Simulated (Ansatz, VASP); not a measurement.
# In2Sb: VASP beside Ansatz

Contents of INCAR:

```
  ALGO = Fast
  EDIFF = 1E-6
  ENCUT = 520
  GGA = PS
  ISIF = 2
  ISMEAR = 0
  LASPH = T
  LCHARG = F
  LREAL = F
  LWAVE = F
  NBANDS = 40
  NELM = 60
  PREC = Accurate
  SIGMA = 0.15
```

Contents of KPOINTS:

```
k-points
0
Gamma
  12 12 8
```

Contents of POSCAR:

```
In2Sb
1.0
    5.3333334348      0.0000000000      0.0000000000
   -2.6666667174      4.6188022414      0.0000000000
    0.0000000000      0.0000000000      6.3928489808
In Sb
4 2
Direct
    0.6666666667      0.3333333333      0.2522522608
    0.3333333333      0.6666666667      0.7522522608
    0.0000000000      0.0000000000      0.4687150439
    0.0000000000      0.0000000000     -0.0312849561
    0.6666666667      0.3333333333      0.7773774312
    0.3333333333      0.6666666667      0.2773774312
```

Input for Ansatz:

```yaml
crystal:
  lattice:
    - [5.3333334348, 0.0, 0.0]
    - [-2.6666667174, 4.6188022414, 0.0]
    - [0.0, 0.0, 6.3928489808]
  atoms:
    - { symbol: In, position: [0.6666666667, 0.3333333333, 0.2522522608] }
    - { symbol: In, position: [0.3333333333, 0.6666666667, 0.7522522608] }
    - { symbol: In, position: [0.0, 0.0, 0.4687150439] }
    - { symbol: In, position: [0.0, 0.0, -0.0312849561] }
    - { symbol: Sb, position: [0.6666666667, 0.3333333333, 0.7773774312] }
    - { symbol: Sb, position: [0.3333333333, 0.6666666667, 0.2773774312] }
basis:
  ecutwfc: 420
kpoints:
  mp_grid: { grid: [12, 12, 8] }
hamiltonian:
  xc: pbesol
scf:
  occupations: { method: gaussian, width: 0.15 }
output:
  forces: true
  stress: true
  eigenvalues: true
  write_density: true
  write_potential: true
  elf: true
  volumetric_format: npy
```

Change from the starting cell: mode 4 (19.0 1/cm) frozen in, largest displacement -0.200 Å.

Alike in both runs: task single point; functional PBEsol; k mesh 12 × 12 × 8; occupations gaussian, width 0.15 eV; no spin polarisation.

```csv
,VASP,Ansatz
version,VASP 6.6.1,Ansatz 0.2.0
potentials or method,"VASP PAW PBE potentials, release 64 (In_d, Sb), cutoff 520 eV","scalar-relativistic, plane waves, PAW"
valence electrons in the cell,62,82
```

Ansatz gave:

- gap on the k mesh at the Fermi level (eV): none
- pressure (GPa): 0.3
- traceless stress, the component that is largest in VASP (GPa): -0.25
- rms of the force components (eV/Å): 0.037

What did VASP give for the same quantities?

gap on the k mesh at the Fermi level (eV): none; pressure (GPa): 0.3; traceless stress, the component that is largest in VASP (GPa): -0.26; rms of the force components (eV/Å): 0.040.

VASP's potentials were made for PBE, not for PBEsol. Atom by atom the forces differ by 0.002 eV/Å (rms over components). A gap of «none» marks a metal or a gap that the smearing closes. VASP's potentials hold 62 valence electrons a cell and Ansatz's 82, so a difference there can come from the potentials and not from the codes.

Spin-orbit coupling is off throughout.
